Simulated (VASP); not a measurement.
Here is a VASP 6.6.1 calculation.

Contents of INCAR:

```
SYSTEM = TeAs
PREC = Accurate
ENCUT = 500
EDIFF = 1E-6
ISMEAR = -1
SIGMA = 0.1
LREAL = .False.
LASPH = .True.
NELM = 120
ALGO = Normal
ISIF = 2
LWAVE = .False.
LCHARG = .False.
GGA = PS
NBANDS = 12
GGA_COMPAT = .False.
```

KPOINTS

```
Automatic mesh
0
Gamma
  5 5 5
  0 0 0
```

Contents of POSCAR:

```
TeAs
1.0
    0.0000000000      2.9311460057      2.9311460057
    2.9311460057      0.0000000000      2.9311460057
    2.9311460057      2.9311460057      0.0000000000
Te As
1 1
Direct
    0.0000000000      0.0000000000      0.0000000000
    0.5000000000      0.5000000000      0.5000000000
```

Potentials or basis: VASP PAW PBE potentials, release 64 (Te, As).

Launch:

```sh
$ cat potpaw_PBE.64/Te/POTCAR potpaw_PBE.64/As/POTCAR > POTCAR
$ mpirun -np 1 vasp_std > vasp.out
```

(1) Estimate the pressure.

## Answers

(1) 0.1 GPa.

Caveat: the k points lie up to 0.37 Å⁻¹ apart; the PAW data sets were made with another functional, which shifts forces and pressure a little.
